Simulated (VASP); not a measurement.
Here is a VASP 6.6.1 calculation.

INCAR

```
SYSTEM = Li
PREC = Accurate
ENCUT = 520
EDIFF = 1E-6
ISMEAR = 1
SIGMA = 0.05
LREAL = .False.
LASPH = .True.
NELM = 60
ALGO = Normal
ISIF = 2
LWAVE = .False.
LCHARG = .False.
GGA = CA
NBANDS = 14
```

The input KPOINTS:

```
regular mesh
0
Gamma
  9 9 9
  0 0 0
```

POSCAR

```
Li
1.0
    4.2273373155      0.0000000000      0.0000000000
    0.0000000000      4.2273373155      0.0000000000
    0.0000000000      0.0000000000      4.2273373155
Li
4
Direct
    0.0000000000      0.0000000000      0.0000000000
    0.0000000000      0.5000000000      0.5000000000
    0.5000000000      0.0000000000      0.5000000000
    0.5000000000      0.5000000000      0.0000000000
```

Potentials or basis: VASP PAW LDA potentials, release 64 (Li_sv).

Launch:

```sh
$ cat potpaw_LDA.64/Li_sv/POTCAR > POTCAR
$ mpirun -np 1 vasp_std > vasp.out
```

Task: Estimate the band gap on the k mesh.

Result: Zero (band 6 reaches 2.35 eV, above the bottom of band 7 at 0.30 eV).
